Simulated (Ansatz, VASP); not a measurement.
Two plane-wave programs on Cu6O

```xyz
7
Lattice="0.0000 3.7271 3.7271 3.7271 0.0000 3.7271 3.7271 3.7271 0.0000" Properties=species:S:1:pos:R:3 pbc="T T T"
Cu    1.9940    3.7271    3.7271
Cu    5.4601    3.7271    3.7271
Cu    3.7271    1.9940    3.7271
Cu    3.7271    5.4601    3.7271
Cu    3.7271    3.7271    1.9940
Cu    3.7271    3.7271    5.4601
O     0.0000    0.0000    0.0000
```

Alike in both runs: functional PBE; k mesh 4 × 4 × 4; occupations gaussian, width 0.1 eV; collinear spin.

Ansatz relaxed the structure, and its values are those at the end. VASP's run is a single point on that final structure, the one shown.

|  | VASP | Ansatz |
| --- | --- | --- |
| version | VASP 6.6.1 | Ansatz 0.2.0 |
| potentials or method | VASP PAW PBE potentials, release 64 (Cu, O), cutoff 520 eV | scalar-relativistic, plane waves, PAW |
| valence electrons in the cell | 72 | 120 |

VASP gave:

| Property | Result |
| --- | --- |
| gap on the k mesh at the Fermi level (eV) | none |
| pressure (GPa) | 0.6 |
| rms of the force components (eV/Å) | 0.006 |
| net moment per atom (μB) | 0.00 |

Question: What did Ansatz give for the same quantities?

Answer: gap on the k mesh at the Fermi level (eV): none; pressure (GPa): 0.2; rms of the force components (eV/Å): 0.005; net moment per atom (μB): 0.00.

A gap of «none» marks a metal or a gap that the smearing closes. VASP's potentials hold 72 valence electrons a cell and Ansatz's 120, so a difference there can come from the potentials and not from the codes. Ansatz's warnings: seeded moment not kept.

The k mesh is coarse, so the values compare programs but aren't converged.
